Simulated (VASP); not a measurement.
# Sr4Ti4O11 (a cell with a defect) in VASP: single point with r2SCAN

Aim: the single point of Sr4Ti4O11 (a cell with a defect) with r2SCAN.

Program: VASP 6.6.1. These are calculated values, not measurements. Logs are shortened: lines on timing, memory, paths and dates and some standing lists are left out, and cuts for length are marked.

**1. The cell of the first run**

The cell holds a defect, 19 atoms: a = 6.768 Å, b = 6.768 Å, c = 6.768 Å, α = 109.47°, β = 109.47°, γ = 109.47°.

**2. Single point, r2SCAN**

Input file POSCAR:

```
Sr4Ti4O11
1.0
   -3.9072701075      3.9072701075      3.9072701075
    3.9072701075     -3.9072701075      3.9072701075
    3.9072701075      3.9072701075     -3.9072701075
Sr Ti O
4 4 11
Direct
    0.4999999862     -0.0099472263      0.4983022536
    0.0000000000      0.4989259627      0.5010740098
    0.0000000000     -0.0010740235      0.0010740235
    0.4999999862      0.5016977189      0.0099472263
    0.5000001142      0.5094440480      0.4905560525
   -0.0074349864     -0.0169869239      0.5095519238
    0.0074351143      0.4904481767      0.0169869239
    0.4999999862     -0.0044803660      0.0044803660
    0.4999999862      0.3529203157      0.6470796568
    0.2498523197      0.0099198415      0.7399324645
    0.2265316898      0.4759018314      0.2506298446
    0.7639923573      0.0136864098      0.2503059612
    0.7734682827      0.7493701278      0.5240981411
    0.7501476528      0.2600675080     -0.0099198415
    0.2360077432      0.7496941392     -0.0136864098
    0.5000001142      0.2594724634      0.2395632946
    0.0000000000      0.7627515933      0.2372483792
    0.0000000000      0.2627516071      0.7372483654
    0.5000001142      0.7604369338      0.7405277650
```

Input file INCAR.step1:

```
SYSTEM = Sr4Ti4O11
  PREC = Accurate
  ENCUT = 520
  ISMEAR = 0
  SIGMA = 0.02
  LREAL = Auto
  LASPH = .TRUE.
  NELM = 100
  NBANDS = 92
  NELECT = 152.0
  GGA = PE
  ALGO = Normal
  EDIFF = 1E-4
  LWAVE = .TRUE.
  LCHARG = .FALSE.
```

Input file INCAR.step2:

```
SYSTEM = Sr4Ti4O11
  PREC = Accurate
  ENCUT = 520
  EDIFF = 1E-6
  ISMEAR = 0
  SIGMA = 0.02
  LREAL = Auto
  LASPH = .TRUE.
  NELM = 100
  ALGO = Normal
  ISIF = 2
  LWAVE = .FALSE.
  LCHARG = .FALSE.
  METAGGA = R2SCAN
  LMIXTAU = .TRUE.
  NBANDS = 92
  NELECT = 152.0
  ISTART = 1
```

Input file KPOINTS:

```
Automatic mesh
0
Gamma
  2 2 2
  0.5 0.5 0.5
```

Potentials or basis: VASP PAW PBE potentials, release 64 (Sr_sv, Ti_sv, O).

Run with:

```console
> cat potpaw_PBE.64/Sr_sv/POTCAR potpaw_PBE.64/Ti_sv/POTCAR potpaw_PBE.64/O/POTCAR > POTCAR
> cp INCAR.step1 INCAR
> mpirun -np 1 vasp_std > vasp.out
> cp INCAR.step2 INCAR
> mpirun -np 1 vasp_std > vasp.out
```

OUTCAR:

```text
SYSTEM = Sr4Ti4O11
   PREC = Accurate
   ENCUT = 520
   EDIFF = 1E-6
   ISMEAR = 0
   LREAL = Auto
   LASPH = .TRUE.
   NELM = 100
   ISIF = 2
   METAGGA = R2SCAN
   NELECT = 152.0
   ISTART = 1

 ion  position               nearest neighbor table
   1  0.500  0.990  0.498-   9 2.32  19 2.61  10 2.72  14 2.72  17 2.77  18 2.77  12 2.83  15 2.83
                            11 2.84  13 2.84  16 2.92   5 3.24   7 3.33   6 3.33   8 3.35   8 3.41
   2  0.000  0.499  0.501-  18 2.61  11 2.64  13 2.64  12 2.68  15 2.68  16 2.77  19 2.77  14 2.83
                            10 2.83  17 2.92   6 3.27   7 3.27   8 3.38   8 3.38   5 3.39   5 3.39
   3  0.000  0.999  0.001-  17 2.61  11 2.64  13 2.64  12 2.68  15 2.68  19 2.77  16 2.77  14 2.83
                            10 2.83  18 2.92   6 3.27   7 3.27   8 3.38   8 3.38   5 3.39   5 3.39
   4  0.500  0.502  0.010-   9 2.32  16 2.61  14 2.72  10 2.72  18 2.77  17 2.77  15 2.83  12 2.83
                            11 2.84  13 2.84  19 2.92   5 3.24   7 3.33   6 3.33   8 3.35   8 3.41
   5  0.500  0.509  0.491-   9 1.73  13 1.89  11 1.89  16 1.96  19 1.96   4 3.24   1 3.24   3 3.39
                             2 3.39   2 3.39   3 3.39   1 3.53   4 3.53
   6  0.993  0.983  0.510-  10 1.81  13 1.83  18 1.98  17 1.98  12 2.04   3 3.27   2 3.27   4 3.33
                             1 3.33   1 3.45   4 3.45   2 3.49   3 3.49
   7  0.007  0.490  0.017-  14 1.81  11 1.83  17 1.98  18 1.98  15 2.04   3 3.27   2 3.27   4 3.33
                             1 3.33   1 3.45   4 3.45   2 3.49   3 3.49
   8  0.500  0.996  0.004-  15 1.93  12 1.93  19 1.96  16 1.96  14 2.07  10 2.07   1 3.35   4 3.35
                             3 3.38   2 3.38   2 3.38   3 3.38   4 3.41   1 3.41
   9  0.500  0.353  0.647-   5 1.73   1 2.32   4 2.32
  10  0.250  0.010  0.740-   6 1.81   8 2.07   1 2.72   4 2.72   3 2.83   2 2.83
  11  0.227  0.476  0.251-   7 1.83   5 1.89   3 2.64   2 2.64   4 2.84   1 2.84
  12  0.764  0.014  0.250-   8 1.93   6 2.04   2 2.68   3 2.68   1 2.83   4 2.83
  13  0.773  0.749  0.524-   6 1.83   5 1.89   2 2.64   3 2.64   4 2.84   1 2.84
  14  0.750  0.260  0.990-   7 1.81   8 2.07   4 2.72   1 2.72   2 2.83   3 2.83
  15  0.236  0.750  0.986-   8 1.93   7 2.04   2 2.68   3 2.68   1 2.83   4 2.83
  16  0.500  0.259  0.240-   8 1.96   5 1.96   4 2.61   2 2.77   3 2.77   1 2.92
  17  0.000  0.763  0.237-   7 1.98   6 1.98   3 2.61   1 2.77   4 2.77   2 2.92
  18  0.000  0.263  0.737-   6 1.98   7 1.98   2 2.61   4 2.77   1 2.77   3 2.92
  19  0.500  0.760  0.741-   8 1.96   5 1.96   1 2.61   3 2.77   2 2.77   4 2.92

  LATTYP: Found a body centered cubic cell.
 ALAT       =     7.8145402150

  Lattice vectors:

 A1 = (  -3.9072701075,   3.9072701075,   3.9072701075)
 A2 = (   3.9072701075,  -3.9072701075,   3.9072701075)
 A3 = (   3.9072701075,   3.9072701075,  -3.9072701075)

Analysis of symmetry for initial positions (statically):
=====================================================================
 Subroutine PRICEL returns:
 Original cell was already a primitive cell.

 Routine SETGRP: Setting up the symmetry group for a
 body centered cubic supercell.

 Subroutine GETGRP returns: Found  4 space group operations
 (whereof  2 operations were pure point group operations)
 out of a pool of 48 trial point group operations.

The static configuration has the point symmetry C_2 .
 The point group associated with its full space group is C_2v.

Analysis of symmetry for dynamics (positions and initial velocities):
=====================================================================
 Subroutine PRICEL returns:
 Original cell was already a primitive cell.

 Routine SETGRP: Setting up the symmetry group for a
 body centered cubic supercell.

 Subroutine GETGRP returns: Found  4 space group operations
 (whereof  2 operations were pure point group operations)
 out of a pool of 48 trial point group operations.

The dynamic configuration has the point symmetry C_2 .
 The point group associated with its full space group is C_2v.

 Subroutine INISYM returns: Found  4 space group operations
 (whereof  2 operations are pure point group operations),
 and found     1 'primitive' translations

----------------------------------------------------------------------------------------

                                     Primitive cell

  volume of cell :     238.6054

  direct lattice vectors                    reciprocal lattice vectors
    -3.907270108  3.907270108  3.907270108     0.000000000  0.127966582  0.127966582
     3.907270108 -3.907270108  3.907270108     0.127966582  0.000000000  0.127966582
     3.907270108  3.907270108 -3.907270108     0.127966582  0.127966582  0.000000000
[... 48 lines left out ...]

 KPOINTS: Automatic mesh

Automatic generation of k-mesh.
 Grid dimensions read from file:
 generate k-points for:    2    2    2

 Generating k-lattice:

  Cartesian coordinates                     Fractional coordinates (reciprocal lattice)
     0.000000000  0.063983291  0.063983291     0.500000000  0.000000000  0.000000000
     0.063983291  0.000000000  0.063983291     0.000000000  0.500000000  0.000000000
     0.063983291  0.063983291  0.000000000     0.000000000  0.000000000  0.500000000

  Length of vectors
     0.090486038  0.090486038  0.090486038

  Shift w.r.t. Gamma in fractional coordinates (k-lattice)
     0.500000000  0.500000000  0.500000000

 Subroutine IBZKPT returns following result:
 ===========================================

 Found      3 irreducible k-points:

 Following reciprocal coordinates:
            Coordinates               Weight
  0.250000  0.250000  0.250000      2.000000
 -0.250000  0.250000  0.250000      2.000000
  0.250000 -0.250000  0.250000      4.000000
   k-points           NKPTS =      3   k-points in BZ     NKDIM =      3   number of bands    NBANDS=     92
   number of dos      NEDOS =    301   number of ions     NIONS =     19
   total plane-waves  NPLWV = 125000
   dimension x,y,z NGX =    50 NGY =   50 NGZ =   50
   dimension x,y,z NGXF=   100 NGYF=  100 NGZF=  100
   ions per type =               4   4  11
   NGX,Y,Z   is equivalent  to a cutoff of  12.28, 12.28, 12.28 a.u.
   NGXF,Y,Z  is equivalent  to a cutoff of  24.57, 24.57, 24.57 a.u.
 SYSTEM =  Sr4Ti4O11
   PREC   = accura    normal or accurate (medium, high low for compatibility)
   ISTART =      1    job   : 0-new  1-cont  2-samecut
   ICHARG =      0    charge: 1-file 2-atom 10-const
   ISPIN  =      1    spin polarized calculation?
   LNONCOLLINEAR =      F non collinear calculations
   LSORBIT =      F    spin-orbit coupling
   LASPH  =      T    aspherical Exc in radial PAW
   ENCUT  =  520.0 eV  38.22 Ry    6.18 a.u.  12.58 12.58 12.58*2*pi/ulx,y,z
   NELM   =    100;   NELMIN=  2; NELMDL=  0     # of ELM steps
   EDIFF  = 0.1E-05   stopping-criterion for ELM
   LREAL  =      T    real-space projection
   EDIFFG = 0.1E-04   stopping-criterion for IOM
   NSW    =      0    number of steps for IOM
   IBRION =     -1    ionic relax: 0-MD 1-quasi-New 2-CG
   NFREE  =      0    steps in history (QN), initial steepest desc. (CG)
   ISIF   =      2    stress and relaxation
   ISYM   =      2    0-nonsym 1-usesym 2-fastsym
   POTIM  = 0.5000    time-step for ionic-motion
   TEBEG  =    0.0;   TEEND  =   0.0 temperature during run
   PSTRESS=    0.0 pullay stress
   NELECT =     152.0000    total number of electrons
   NUPDOWN=      -1.0000    fix difference up-down
   EMIN   =  10.00;   EMAX   =-10.00  energy-range for DOS
   EFERMI =   0.00;   METHOD = LEGACY
   ISMEAR =     0;   SIGMA  =   0.02  broadening in eV -4-tet -1-fermi 0-gaus
   EFERMI_NEDOS =   21; number of points for ismear=-14 and -15
   IALGO  =     38    algorithm
   IMIX   =      4    mixing-type and parameters
     AMIX     =   0.40;   BMIX     =  1.00
     AMIX_MAG =   1.60;   BMIX_MAG =  1.00
  volume/ion in A,a.u.               =      12.56        84.75
  Fermi-wavevector in a.u.,A,eV,Ry     =   1.408627  2.661919 26.997078  1.984229
  Thomas-Fermi vector in A             =   2.530765
   LORBIT       =      0    0 simple, 1 ext, 2 COOP (PROOUT), +10 PAW based schemes
   METAGGA = R2SCAN    functional components
   LHFCALC =     F    Hartree Fock is set to
   AEXX    =    0.0000 exact exchange contribution
   IVDW    =     0    specifies the selected vdW correction
   LEPSILON=     F    determine dielectric tensor
   LRPA    =     F    only Hartree local field effects (RPA)
 non-spin polarized calculation
 Gauss-broadening in eV      SIGMA  =   0.02
  energy-cutoff  :      520.00
  volume of cell :      238.61
 maximum number of plane-waves:      6428
 NGX is ok and might be reduce to    50
   NGX = 25   NGY = 25   NGZ = 25

 number of electron     152.0000004 magnetization

 Free energy of the ion-electron system (eV)
  ---------------------------------------------------
  ext. energy  EPLUGINS =         0.00000000
  ---------------------------------------------------
  free energy    TOTEN  =      -252.73269243 eV

  energy without entropy =     -252.73269243  energy(sigma->0) =     -252.73269243

 E-fermi :   3.5007     XC(G=0): -11.5376

 val. band max:        3.3587398981   @ k =   0.2500  -0.2500   0.2500
 cond. band min:       6.2482987723   @ k =   0.2500  -0.2500   0.2500
 fundamental gap:      2.8895588742
 Fermi energy:         3.5007476182

 k-point     1 :       0.2500    0.2500    0.2500
  band No.  band energies     occupation
      1     -55.1656      2.00000
      2     -55.1656      2.00000
      3     -55.0437      2.00000
      4     -54.7323      2.00000
      5     -30.5803      2.00000
      6     -30.5776      2.00000
[... 262 lines left out ...]
     87       8.0086      0.00000
     88       8.2883      0.00000
 [bands above 88 left out]

------------------------ aborting loop because EDIFF is reached ----------------------------------------

  FORCE on cell =-STRESS in cart. coord.  units (eV):
  Direction    XX          YY          ZZ          XY          YZ          ZX
  --------------------------------------------------------------------------------------
  -------------------------------------------------------------------------------------
  Total      -12.1028072    -10.7557344    -10.7557344      0.0000000     -1.8604650      0.0000000
  in kB      -81.2674069    -72.2221404    -72.2221404      0.0000000    -12.4925701      0.0000000
  external PRESSURE =     -75.2372292 kB  Pullay stress =       0.0000000 kB

 VOLUME and BASIS-vectors are now :
 -----------------------------------------------------------------------------
  energy-cutoff  :      520.00
  volume of cell :      238.61
      direct lattice vectors                 reciprocal lattice vectors
    -3.907270108  3.907270108  3.907270108     0.000000000  0.127966582  0.127966582
     3.907270108 -3.907270108  3.907270108     0.127966582  0.000000000  0.127966582
     3.907270108  3.907270108 -3.907270108     0.127966582  0.127966582  0.000000000

 POSITION                                       TOTAL-FORCE (eV/Angst)
 -----------------------------------------------------------------------------------
      3.86177      0.03223      3.87504        -0.047612      0.009822     -0.009822
      3.90727      0.00839     -0.00839        -0.000000      0.004802     -0.004802
      3.90727     -3.89888      3.89888        -0.000000      0.004802     -0.004802
      0.04550      0.03223      3.87504         0.047612      0.009822     -0.009822
      1.95364      1.87983      2.02744        -0.000000     -0.110693      0.110693
      1.95364      2.02828      5.72816         0.000000     -0.143687      0.144043
[... 11 lines left out ...]
      3.90727      1.85399     -1.85399        -0.000000     -0.001720      0.001720
      3.91104      1.87584      2.03143        -0.014876      0.007740     -0.007740
 -----------------------------------------------------------------------------------
    total drift:                               -0.000058     -0.027286      0.021114

  FREE ENERGIE OF THE ION-ELECTRON SYSTEM (eV)
  ---------------------------------------------------
  free  energy   TOTEN  =      -252.7326924280 eV

  energy  without entropy=     -252.7326924280  energy(sigma->0) =     -252.73269243
```

Run time: 3.9 min. Hardware: 1 thread of Intel Xeon 6975P-C (Granite Rapids), shared host; peak memory 0.4 GiB.

What came out:

- Free energy: -252.7327 eV
- Largest force: 0.203 eV/Å

Forces in eV/Å, atoms in the order of the input:
```
Sr  -0.048  0.010 -0.010
Sr   0.000  0.005 -0.005
Sr   0.000  0.005 -0.005
Sr   0.048  0.010 -0.010
Ti   0.000 -0.111  0.111
Ti   0.000 -0.144  0.144
Ti   0.000 -0.144  0.144
Ti   0.000 -0.065  0.065
O    0.000  0.141 -0.141
O    0.000  0.124  0.005
O    0.000  0.076 -0.009
O    0.000  0.073 -0.004
O    0.000  0.009 -0.076
O    0.000 -0.005 -0.124
O    0.000  0.004 -0.073
O    0.015  0.008 -0.008
O    0.000 -0.002  0.002
O    0.000 -0.002  0.002
O   -0.015  0.008 -0.008
```

Caveat: the k points lie up to 0.57 Å⁻¹ apart; the cell carries a net charge on a neutralising background, which shifts energy and pressure; the cell is charged against a uniform background, so pressure and absolute levels hang on convention; the PAW data sets were made with another functional, which shifts forces and pressure a little.
